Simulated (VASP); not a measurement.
# Mg3ZnC (Pm-3m) in VASP: a series of runs, part 2 of 2

VASP 6.6.1. Earlier steps stand in the parts before.

## Step 3: Density of states, PBE

POSCAR

```
Mg3ZnC
1.0
    4.4069310000      0.0000000000      0.0000000000
    0.0000000000      4.4069310000      0.0000000000
    0.0000000000      0.0000000000      4.4069310000
Zn Mg C
1 3 1
Direct
    0.0000000000      0.0000000000      0.0000000000
    0.5000000000      0.0000000000      0.5000000000
    0.5000000000      0.5000000000      0.0000000000
    0.0000000000      0.5000000000      0.5000000000
    0.5000000000      0.5000000000      0.5000000000
```

INCAR.step1

```
SYSTEM = Mg3ZnC
ALGO = Normal ; EDIFF = 1E-7
ENCUT = 520 ; GGA = PE
ISIF = 2 ; ISMEAR = -1
LASPH = .True. ; LCHARG = .True.
LREAL = .False. ; LWAVE = .False.
NBANDS = 19 ; NELM = 60
PREC = Accurate ; SIGMA = 0.05
```

KPOINTS.step1

```
k-points
0
Gamma
  6 6 6
  0 0 0
```

INCAR.step2

```
SYSTEM = Mg3ZnC
ALGO = Normal ; EDIFF = 1E-7
ENCUT = 520 ; GGA = PE
ICHARG = 11 ; ISIF = 2
ISMEAR = -5 ; LASPH = .True.
LCHARG = .False. ; LORBIT = 10
LREAL = .False. ; LWAVE = .False.
NBANDS = 19 ; NEDOS = 1001
NELM = 60 ; PREC = Accurate
SIGMA = 0.05
```

KPOINTS.step2

```
k-points
0
Gamma
  9 9 9
  0 0 0
```

Potentials or basis: VASP PAW PBE potentials, release 64 (Zn, Mg, C).

Launch:

```sh
$ cat potpaw_PBE.64/Zn/POTCAR potpaw_PBE.64/Mg/POTCAR potpaw_PBE.64/C/POTCAR > POTCAR
$ cp INCAR.step1 INCAR
$ cp KPOINTS.step1 KPOINTS
$ mpirun -np 1 vasp_std > vasp.out
$ cp INCAR.step2 INCAR
$ cp KPOINTS.step2 KPOINTS
$ mpirun -np 1 vasp_std > vasp.out
```

OUTCAR:

```text
SYSTEM = Mg3ZnC
   EDIFF = 1E-7
   ENCUT = 520
   GGA = PE
   ICHARG = 11
   ISIF = 2
   ISMEAR = -5
   LASPH = .True.
   LORBIT = 10
   LREAL = .False.
   NELM = 60
   PREC = Accurate

 ion  position               nearest neighbor table
   1  0.000  0.000  0.000-   2 3.12   3 3.12   4 3.12   2 3.12   4 3.12   3 3.12   4 3.12   4 3.12
                             2 3.12   3 3.12   2 3.12   3 3.12
   2  0.500  0.000  0.500-   5 2.20   5 2.20   4 3.12   1 3.12   1 3.12   3 3.12   3 3.12   4 3.12
                             3 3.12   3 3.12   1 3.12   4 3.12   1 3.12   4 3.12
   3  0.500  0.500  0.000-   5 2.20   5 2.20   4 3.12   1 3.12   2 3.12   4 3.12   2 3.12   1 3.12
                             2 3.12   2 3.12   1 3.12   4 3.12   4 3.12   1 3.12
   4  0.000  0.500  0.500-   5 2.20   5 2.20   3 3.12   1 3.12   1 3.12   3 3.12   1 3.12   2 3.12
                             1 3.12   2 3.12   3 3.12   2 3.12   3 3.12   2 3.12
   5  0.500  0.500  0.500-   2 2.20   3 2.20   4 2.20   3 2.20   2 2.20   4 2.20

  LATTYP: Found a simple cubic cell.
 ALAT       =     4.4069310000

  Lattice vectors:

 A1 = (   4.4069310000,   0.0000000000,   0.0000000000)
[... 193 lines left out ...]
  band No.  band energies     occupation
      1      -7.6590      2.00000
      2      -4.1301      2.00000
      3      -4.1301      2.00000
      4      -4.0762      2.00000
      5      -4.0762      2.00000
      6      -4.0762      2.00000
[... 505 lines left out ...]
      6      -4.0564      2.00000
[... 11 lines left out ...]
     18      10.1465      0.00000
     19      10.4735      0.00000

 [... further k-points ...]
[... 5 lines left out ...]
  --------------------------------------------------------------------------------------
  -------------------------------------------------------------------------------------
  Total       -0.2033971     -0.2033971     -0.2033971      0.0000000      0.0000000      0.0000000
  in kB       -3.8075593     -3.8075593     -3.8075593      0.0000000      0.0000000      0.0000000
  external PRESSURE =      -3.8075593 kB  Pullay stress =       0.0000000 kB

 VOLUME and BASIS-vectors are now :
 -----------------------------------------------------------------------------
  energy-cutoff  :      520.00
  volume of cell :       85.59
      direct lattice vectors                 reciprocal lattice vectors
     4.406931000  0.000000000  0.000000000     0.226915284  0.000000000  0.000000000
     0.000000000  4.406931000  0.000000000     0.000000000  0.226915284  0.000000000
     0.000000000  0.000000000  4.406931000     0.000000000  0.000000000  0.226915284

 POSITION                                       TOTAL-FORCE (eV/Angst)
 -----------------------------------------------------------------------------------
      0.00000      0.00000      0.00000         0.000000      0.000000      0.000000
      2.20347      0.00000      2.20347         0.000000      0.000000      0.000000
      2.20347      2.20347      0.00000         0.000000      0.000000      0.000000
      0.00000      2.20347      2.20347         0.000000      0.000000      0.000000
      2.20347      2.20347      2.20347         0.000000      0.000000      0.000000
 -----------------------------------------------------------------------------------
    total drift:                                0.000000      0.000000      0.000000

  FREE ENERGIE OF THE ION-ELECTRON SYSTEM (eV)
  ---------------------------------------------------
  free  energy   TOTEN  =       -14.0078984221 eV

  energy  without entropy=      -14.0078984221  energy(sigma->0) =      -14.00789842

 total charge

# of ion       s       p       d       tot
------------------------------------------
    1        0.705   0.298   9.694  10.697
    2        0.185   0.154   0.035   0.374
    3        0.185   0.154   0.035   0.374
    4        0.185   0.154   0.035   0.374
    5        0.899   1.423   0.000   2.322
--------------------------------------------------
tot          2.158   2.182   9.799  14.140
```

OSZICAR.step1:

```text
N       E                     dE             d eps       ncg     rms          rms(c)
DAV:   1     0.889670196348E+02    0.88967E+02   -0.94354E+03   760   0.112E+03
DAV:   2    -0.844679182571E+01   -0.97414E+02   -0.92553E+02   822   0.229E+02
DAV:   3    -0.183403170098E+02   -0.98935E+01   -0.97509E+01   911   0.635E+01
DAV:   4    -0.185631545288E+02   -0.22284E+00   -0.22170E+00   903   0.100E+01
DAV:   5    -0.185657457692E+02   -0.25912E-02   -0.25910E-02   875   0.115E+00    0.979E+00
DAV:   6    -0.141540016944E+02    0.44117E+01   -0.22863E+01  1165   0.621E+01    0.419E+00
DAV:   7    -0.140527802465E+02    0.10122E+00   -0.35083E+00   817   0.120E+01    0.209E+00
DAV:   8    -0.140318134218E+02    0.20967E-01   -0.31568E-01   820   0.280E+00    0.962E-01
DAV:   9    -0.140147706964E+02    0.17043E-01   -0.50717E-02   830   0.129E+00    0.259E-01
DAV:  10    -0.140140789432E+02    0.69175E-03   -0.32826E-03   831   0.347E-01    0.166E-01
DAV:  11    -0.140141438272E+02   -0.64884E-04   -0.16094E-03   926   0.208E-01    0.747E-02
DAV:  12    -0.140139559815E+02    0.18785E-03   -0.68675E-04   917   0.126E-01    0.210E-02
DAV:  13    -0.140139597444E+02   -0.37629E-05   -0.40106E-05   832   0.328E-02    0.145E-02
DAV:  14    -0.140139518817E+02    0.78627E-05   -0.23162E-05  1050   0.211E-02    0.261E-03
DAV:  15    -0.140139519752E+02   -0.93456E-07   -0.27975E-06   826   0.787E-03    0.100E-03
DAV:  16    -0.140139520636E+02   -0.88460E-07   -0.12898E-07   522   0.170E-03
   1 F= -.14013952E+02 E0= -.14008317E+02  d E =-.112701E-01
```

It took 42 s on 1 thread of Intel Xeon 6975P-C (Granite Rapids), shared host; peak memory 0.22 GiB.

What came out:

```yaml
Valence_electrons_inside_the_program's_atomic_spheres: Zn 10.70; Mg 0.37; C 2.32
```

Levels at points of the mesh, in eV from the Fermi level:
```
           k point  band 9  band 10  band 11  band 12  band 13  band 14
(0.00, 0.00, 0.00)   -2.64    -2.64     1.64     1.64     2.70     2.70
```

Caveat: tetrahedron occupations give inexact forces and stress in metals.

## Step 4: Density of states, revPBE

POSCAR is that of step 3.

INCAR.step1

```
SYSTEM = Mg3ZnC
ALGO = Normal ; EDIFF = 1E-6
ENCUT = 520 ; GGA = RE
ISIF = 2 ; ISMEAR = -1
LASPH = .True. ; LCHARG = .True.
LREAL = .False. ; LWAVE = .False.
NBANDS = 19 ; NELM = 100
PREC = Accurate ; SIGMA = 0.05
```

KPOINTS.step1 is that of step 3.

INCAR.step2

```
SYSTEM = Mg3ZnC
ALGO = Normal ; EDIFF = 1E-6
ENCUT = 520 ; GGA = RE
ICHARG = 11 ; ISIF = 2
ISMEAR = -5 ; LASPH = .True.
LCHARG = .False. ; LORBIT = 10
LREAL = .False. ; LWAVE = .False.
NEDOS = 1001 ; NELM = 100
PREC = Accurate ; SIGMA = 0.05
```

KPOINTS.step2 is that of step 3.

Launch:

```sh
$ cat potpaw_PBE.64/Zn/POTCAR potpaw_PBE.64/Mg/POTCAR potpaw_PBE.64/C/POTCAR > POTCAR
$ cp INCAR.step1 INCAR
$ cp KPOINTS.step1 KPOINTS
$ mpirun -np 1 vasp_std > vasp.out
$ cp INCAR.step2 INCAR
$ cp KPOINTS.step2 KPOINTS
$ mpirun -np 1 vasp_std > vasp.out
```

Wall time 53 s (1 thread of Intel Xeon 6975P-C (Granite Rapids), shared host); peak memory 0.22 GiB.

Results (log left out):

- Valence electrons inside the program's atomic spheres: Zn 10.69; Mg 0.37; C 2.33

Levels at points of the mesh, in eV from the Fermi level:
```csv
k point,band 7,band 8,band 9,band 10,band 11,band 12,band 13,band 14,band 15
"(0.00, 0.00, 0.00)",-5.21,-2.64,-2.64,-2.64,1.67,1.67,2.70,2.70,2.70
```

Caveat: the PAW data sets were made with another functional, which shifts forces and pressure a little; tetrahedron occupations give inexact forces and stress in metals.

## Step 5: Density of states, BLYP

POSCAR is that of step 4.

INCAR.step1

```
PREC     = Accurate       # precision mode
ENCUT    = 520            # plane-wave cutoff, eV
EDIFF    = 1E-6           # SCF threshold, eV
ISMEAR   = -1             # smearing method
SIGMA    = 0.05           # smearing width, eV
LREAL    = F              # projectors in reciprocal space
LASPH    = T              # aspherical terms in the spheres
NELM     = 100            # most SCF steps
ALGO     = Normal         # electronic algorithm
ISIF     = 2              # what is computed and relaxed
LWAVE    = F              # write WAVECAR
LCHARG   = T              # write CHGCAR
GGA      = B5             # functional
ALDAX    = 1.0          
AGGAX    = 1.0          
AGGAC    = 1.0          
ALDAC    = 0.0          
NBANDS   = 19             # bands
```

KPOINTS.step1

```
regular mesh
0
Gamma
  6 6 6
```

INCAR.step2

```
PREC     = Accurate       # precision mode
ENCUT    = 520            # plane-wave cutoff, eV
EDIFF    = 1E-6           # SCF threshold, eV
ISMEAR   = -5             # smearing method
SIGMA    = 0.05           # smearing width, eV
LREAL    = F              # projectors in reciprocal space
LASPH    = T              # aspherical terms in the spheres
NELM     = 100            # most SCF steps
ALGO     = Normal         # electronic algorithm
ISIF     = 2              # what is computed and relaxed
LWAVE    = F              # write WAVECAR
LCHARG   = F              # write CHGCAR
GGA      = B5             # functional
ALDAX    = 1.0          
AGGAX    = 1.0          
AGGAC    = 1.0          
ALDAC    = 0.0          
LORBIT   = 10             # projections on sites
NEDOS    = 1001           # points of the DOS
ICHARG   = 11             # starting density
```

KPOINTS.step2

```
regular mesh
0
Gamma
  9 9 9
```

Launch:

```sh
$ cat potpaw_PBE.64/Zn/POTCAR potpaw_PBE.64/Mg/POTCAR potpaw_PBE.64/C/POTCAR > POTCAR
$ cp INCAR.step1 INCAR
$ cp KPOINTS.step1 KPOINTS
$ mpirun -np 1 vasp_std > vasp.out
$ cp INCAR.step2 INCAR
$ cp KPOINTS.step2 KPOINTS
$ mpirun -np 1 vasp_std > vasp.out
```

Wall time 86 s (1 thread of Intel Xeon 6975P-C (Granite Rapids), shared host); peak memory 0.21 GiB.

The run converged. Its results:

```
Valence electrons inside the program's atomic spheres : Zn 10.76; Mg 0.38; C 2.35
```

Levels at points of the mesh, in eV from the Fermi level:
```tsv
k point	band 9	band 10	band 11	band 12	band 13	band 14
(0.00, 0.00, 0.00)	-2.65	-2.65	1.72	1.72	2.61	2.61
```

Caveat: the PAW data sets were made with another functional, which shifts forces and pressure a little; tetrahedron occupations give inexact forces and stress in metals.
